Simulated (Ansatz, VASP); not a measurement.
## Mg in VASP and in Ansatz

```
CELL_PARAMETERS angstrom
0.00000 2.27026 2.27026
2.27026 0.00000 2.27026
2.27026 2.27026 0.00000
ATOMIC_POSITIONS crystal
Mg 0.00000 0.00000 0.00000
```

Alike in both runs: task single point; functional PBE; k mesh 16 × 16 × 16; occupations gaussian, width 0.1 eV; no spin polarisation.

```csv
,VASP,Ansatz
version,VASP 6.6.1,Ansatz 0.2.0
potentials or method,"VASP PAW PBE potentials, release 64 (Mg), cutoff 520 eV","scalar-relativistic, plane waves, PAW"
valence electrons in the cell,2,10
```

|  | VASP | Ansatz | Ansatz less VASP |
| --- | --- | --- | --- |
| gap on the k mesh at the Fermi level (eV) | none | none | - |
| pressure (GPa) | -0.5 | -0.4 | +0.12 |

A gap of «none» marks a metal or a gap that the smearing closes. VASP's potentials hold 2 valence electrons a cell and Ansatz's 10, so a difference there can come from the potentials and not from the codes.
